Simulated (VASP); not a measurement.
Tc, 1 atom in the cell. The structure is cubic, space group Fm-3m (No. 225). The conventional cell has a = 3.850 Å, b = 3.850 Å, c = 3.850 Å, α = 90.00°, β = 90.00°, γ = 90.00°. Within 3.6 Å of Tc (site symmetry m-3m) lie 12 Tc at 2.72 Å. This isn't the form of Tc at room conditions, which is hcp.

* Program: VASP 6.6.1
* Task: relaxation of cell and atoms
* Functional: PBEsol
* Potentials or basis: VASP PAW PBE potentials, release 64 (Tc_pv)
* Cutoff: 500 eV
* k mesh: 19 × 19 × 19
* Occupations: methfessel-paxton, width 0.1 eV
* Spin: no spin polarisation
* Dipole correction: no
* Further INCAR settings: ALGO = Normal; EDIFF = 1e-07; IBRION = 2; EDIFFG = -0.01; NSW = 50; ISIF = 3

Potentials or basis: VASP PAW PBE potentials, release 64 (Tc_pv).

Run with:

```console
$ cat potpaw_PBE.64/Tc_pv/POTCAR > POTCAR
$ mpirun -np 1 vasp_std > vasp.out
```

Hardware: 1 thread of AMD EPYC 7R43 64-Core Processor (Zen 3) (shared host).

Q: How long does it take, and how much memory?

A: Wall time 53 s on 1 thread of AMD EPYC 7R43 64-Core Processor (Zen 3) (shared host), peak memory 0.12 GiB. Counts: scf iterations 28, k points 220, ion steps 3.
